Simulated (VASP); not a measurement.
CoSi2:

```
CELL_PARAMETERS angstrom
0.00000 2.62045 2.62045
2.62045 0.00000 2.62045
2.62045 2.62045 0.00000
ATOMIC_POSITIONS crystal
Co 0.00000 0.00000 0.00000
Si 0.25000 0.25000 0.25000
Si 0.75000 0.75000 0.75000
```

Base run:

| Item | Value |
| --- | --- |
| Program | VASP 6.6.1 |
| Functional | PBEsol |
| Potentials or basis | VASP PAW PBE potentials, release 64 (Co, Si) |
| Cutoff | 520 eV |
| k mesh | 14 × 14 × 14 |
| Occupations | gaussian, width 0.15 eV |
| Spin | collinear spin, ferromagnetic start |
| Starting moments | [1.1, 0.0, 0.0] μB |
| Fixed moment | 1.1 μB |

Its results: pressure 14.2 GPa; site moments Co +0.67; Si +0.09 μB.

**Question.** The run is repeated on the same cell with these changes: fixed moment from 1.1 μB to 1.65 μB; moments at the start from [1.1, 0.0, 0.0] to [1.65, 0.0, 0.0]. What comes out?

**Answer.** Pressure 20.4 GPa; site moments Co +1.03; Si +0.14 μB.

Caveats: the cell stands under pressure; the PAW data sets were made with another functional, which shifts forces and pressure a little; the total moment is fixed, so each spin has its own Fermi level.
